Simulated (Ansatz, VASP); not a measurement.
**One calculation of BeCdS4, two programs**

```
Be Cd S
1.0
    -2.09312    3.39207    4.27851
     2.09312   -3.39207    4.27851
     2.09312    3.39207   -4.27851
Be Cd S
1 1 4
Direct
  0.00000 0.00000 0.00000
  0.50000 0.00000 0.50000
  0.68977 0.55752 0.44674
  0.11077 0.24302 0.55326
  0.88923 0.44248 0.13225
  0.31023 0.75698 0.86775
```

Alike in both runs: functional PBE; k mesh 8 × 8 × 8; occupations gaussian, width 0.02 eV; no spin polarisation.

Ansatz relaxed the structure, and its values are those at the end. VASP's run is a single point on that final structure, the one shown.

|  | VASP | Ansatz |
| --- | --- | --- |
| version | VASP 6.6.1 | Ansatz 0.2.0 |
| potentials or method | VASP PAW PBE potentials, release 64 (Be, Cd, S), cutoff 520 eV | scalar-relativistic, plane waves, PAW |
| valence electrons in the cell | 38 | 46 |

```tsv
	VASP	Ansatz	Ansatz less VASP
gap on the k mesh at the Fermi level (eV)	1.33	1.31	-0.021
least direct gap on the mesh (eV)	2.04	2.02	-0.023
pressure (GPa)	0.0	0.0	+0.01
rms of the force components (eV/Å)	0.047	0.002	-0.0452
```

With one functional, cell and mesh, what is left measures potentials, basis and numerics. VASP's potentials hold 38 valence electrons a cell and Ansatz's 46, so a difference there can come from the potentials and not from the codes.
